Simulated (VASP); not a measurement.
A run of VASP 6.6.1:

The input INCAR:

```
SYSTEM = Ta
PREC = Accurate
ENCUT = 600
EDIFF = 1E-6
ISMEAR = -1
SIGMA = 0.1
LREAL = .FALSE.
LASPH = .TRUE.
NELM = 60
ALGO = Normal
ISIF = 3
LWAVE = .FALSE.
LCHARG = .FALSE.
GGA = PS
IBRION = 2
NSW = 100
EDIFFG = -0.002
PSTRESS = 20.0
```

The input KPOINTS:

```
Automatic mesh
0
G
  24 24 24
  0 0 0
```

The input POSCAR:

```
Ta
1.0
   -1.6411113355      1.6411113355      1.6411113355
    1.6411113355     -1.6411113355      1.6411113355
    1.6411113355      1.6411113355     -1.6411113355
Ta
1
Direct
    0.0000000000      0.0000000000      0.0000000000
```

Potentials or basis: VASP PAW PBE potentials, release 64 (Ta_pv).

Run with:

```sh
$ cat potpaw_PBE.64/Ta_pv/POTCAR > POTCAR
$ mpirun -np 1 vasp_std > vasp.out
```

Hardware: 1 thread of AMD EPYC 9R45 (Zen 5), on a shared host.

Task: Estimate the wall time of this run.

Result: Run time: 110 s on 1 thread of AMD EPYC 9R45 (Zen 5) (shared host), peak memory 0.19 GiB. Counts: scf iterations 23, k points 413, ion steps 3.
